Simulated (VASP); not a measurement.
B: single point with PBE

The system is B.

```
B
1.0
     0.00000    1.84033    1.84033
     1.84033    0.00000    1.84033
     1.84033    1.84033    0.00000
B
2
Direct
  0.87500 0.87500 0.87500
  0.12500 0.12500 0.12500
```

This cell differs from its parent crystal: volume scaled by 0.75.

```yaml
Program: VASP 6.6.1
Task: single point
Functional: PBE
Potentials_or_basis: VASP PAW PBE potentials, release 64 (B)
Cutoff: 520 eV
k_mesh: 18 × 18 × 18
Occupations: fermi-dirac, width 0.05 eV
Spin: no spin polarisation
Dipole_correction: no
Further_INCAR_settings: ALGO = Normal; EDIFF = 1e-06; NBANDS = 10
```

```
Pressure               : 84.2 GPa
Band gap on the k mesh : zero (band 3 reaches 11.32 eV, above the bottom of band 4 at 2.00 eV)
```

Levels at points of the mesh, in eV from the Fermi level:
```csv
k point,band 1,band 2,band 3,band 4,band 5,band 6,band 7
"(0.00, 0.00, 0.00)",-15.15,5.10,5.10,5.10,9.76,9.76,9.76
"(0.50, 0.00, 0.00)",-8.89,-8.80,2.11,2.11,12.00,12.00,16.10
"(0.50, 0.50, 0.00)",-6.80,-6.80,-1.79,-1.79,8.62,8.62,23.05
```

It took 15 s on 1 thread of Intel(R) Xeon(R) Platinum 8488C (Sapphire Rapids), on a shared host, peak memory 0.13 GiB.
